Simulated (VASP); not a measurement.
## I: relaxation of cell and atoms with PBEsol

The system is I.

```
I
1.0
     3.59000    0.00000    0.00000
    -1.79500    3.10903    0.00000
     0.00000    0.00000    5.86247
I
2
Direct
  0.33333 0.66667 0.25000
  0.66667 0.33333 0.75000
```

| Property | Result |
| --- | --- |
| Program | VASP 6.6.1 |
| Task | relaxation of cell and atoms |
| Functional | PBEsol |
| Potentials or basis | VASP PAW PBE potentials, release 64 (I) |
| Cutoff | 600 eV |
| k mesh | 8 × 8 × 5 |
| Occupations | fermi-dirac, width 0.05 eV |
| Spin | no spin polarisation |
| Target pressure | 20 GPa |
| Dipole correction | no |
| Further INCAR settings | ALGO = Normal; EDIFF = 1e-07; IBRION = 2; EDIFFG = -0.01; NSW = 80; ISIF = 3 |

The relaxed volume is 24.78 Å³/atom. The relaxed cell is a = 3.057 Å, b = 3.057 Å, c = 6.121 Å, α = 90.00°, β = 90.00°, γ = 120.00° and the space group after relaxing (to 0.1 Å) is P6_3/mmc (No. 194). The energy change on relaxing (the run minimises the enthalpy) is +264.7 meV/atom, the ionic steps are 21 and the pressure after relaxing is 20.0 GPa. The band gap on the k mesh is zero (bands 7 and 8 overlap by 4.78 eV).

Stress tensor (GPa, compression positive):
```
19.95  0.00  0.00
 0.00 19.95  0.00
 0.00  0.00 20.04
```

The path:
| step | energy change (eV) | largest force (eV/Å) | pressure (GPa) | volume (Å³) |
| --- | --- | --- | --- | --- |
| 1 | 0.0000 | 0.0000 | -0.41 | 65.43 |
| 2 | 5.6752 | 0.0000 | 110.50 | 33.37 |
| 3 | 0.6211 | 0.0000 | 17.11 | 49.50 |
| 4 | 0.7138 | 0.0000 | 18.92 | 48.68 |
| 5 | 0.7712 | 0.0000 | 20.02 | 48.20 |
| 6 | 0.7668 | 0.0000 | 20.02 | 48.18 |
| 7 | 0.7608 | 0.0000 | 20.16 | 48.13 |
| 8 | 0.7567 | 0.0000 | 20.89 | 48.00 |
| 9 | 0.7968 | 0.0000 | 23.24 | 47.61 |
| 10 | 0.8210 | 0.0000 | 24.39 | 47.44 |
| 11 | 0.8073 | 0.0000 | 23.74 | 47.53 |
| 12 | 0.8018 | 0.0000 | 23.71 | 47.57 |
| 13 | 0.7856 | 0.0000 | 23.63 | 47.68 |
| 14 | 0.7549 | 0.0000 | 23.57 | 47.89 |
| 15 | 0.7026 | 0.0000 | 23.66 | 48.30 |
| 16 | 0.7302 | 0.0000 | 23.59 | 48.07 |
| 17 | 0.7154 | 0.0000 | 23.61 | 48.19 |
| 18 | 0.6875 | 0.0000 | 23.07 | 48.38 |
| 19 | 0.6074 | 0.0000 | 21.52 | 48.95 |
| 20 | 0.4619 | 0.0000 | 18.64 | 50.12 |
| 21 | 0.5294 | 0.0000 | 19.98 | 49.56 |

Final structure:
```
CELL_PARAMETERS angstrom
3.05747 0.00000 0.00000
-1.52873 2.64785 0.00000
0.00000 0.00000 6.12130
ATOMIC_POSITIONS crystal
I 0.33333 0.66667 0.25000
I 0.66667 0.33333 0.75000
```

Levels at points of the mesh, in eV from the Fermi level:
```csv
k point,band 4,band 5,band 6,band 7,band 8,band 9,band 10,band 11
"(0.00, 0.00, 0.00)",-0.56,2.68,2.68,3.30,3.30,5.67,9.23,10.68
"(0.50, 0.00, 0.00)",-6.77,-3.37,-1.47,-0.59,0.65,4.99,5.29,7.09
```

Wall time 2.9 min on 1 thread of Intel(R) Xeon(R) 6975P-C (Granite Rapids), on a shared host, peak memory 0.21 GiB.

Caveat: the cell is relaxed towards a set pressure, so the run minimises the enthalpy, not the energy; the volume moved by over 15 % at a fixed basis, so the end points are rough; the PAW data sets were made with another functional, which shifts forces and pressure a little; spin-orbit coupling is left out, which moves the levels of the heavy elements; this functional lacks dispersion, which binds layers or chains, so the pressure and a relaxed spacing across them are unreliable.
